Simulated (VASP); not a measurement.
Input of a VASP 6.6.1 run:

File INCAR:

```
  ALGO = Normal
  EDIFF = 1E-6
  EDIFFG = -0.005
  ENCUT = 600
  GGA = PE
  IBRION = 2
  ISIF = 3
  ISMEAR = -1
  LASPH = T
  LCHARG = F
  LREAL = F
  LWAVE = F
  NELM = 60
  NSW = 80
  PREC = Accurate
  SIGMA = 0.02
```

KPOINTS

```
k-points
0
Gamma
  6 6 6
```

Contents of POSCAR:

```
CuI
1.0
    3.4467903447      0.0000000000      0.0000000000
    0.0000000000      3.4467903447      0.0000000000
    0.0000000000      0.0000000000      3.4467903447
Cu I
1 1
Direct
    0.0000000000      0.0000000000      0.0000000000
    0.5000000000      0.5000000000      0.5000000000
```

Potentials or basis: VASP PAW PBE potentials, release 64 (Cu, I).

Command:

```bash
$ cat potpaw_PBE.64/Cu/POTCAR potpaw_PBE.64/I/POTCAR > POTCAR
$ mpirun -np 1 vasp_std > vasp.out
```

(1) Predict the relaxed cell.

(2) Estimate the relaxed volume.

## Answers

(1) a = 3.651 Å, b = 3.651 Å, c = 3.651 Å, α = 90.00°, β = 90.00°, γ = 90.00°.

(2) 24.34 Å³/atom.

Caveat: the volume moved by over 15 % at a fixed basis, so the end points are rough.
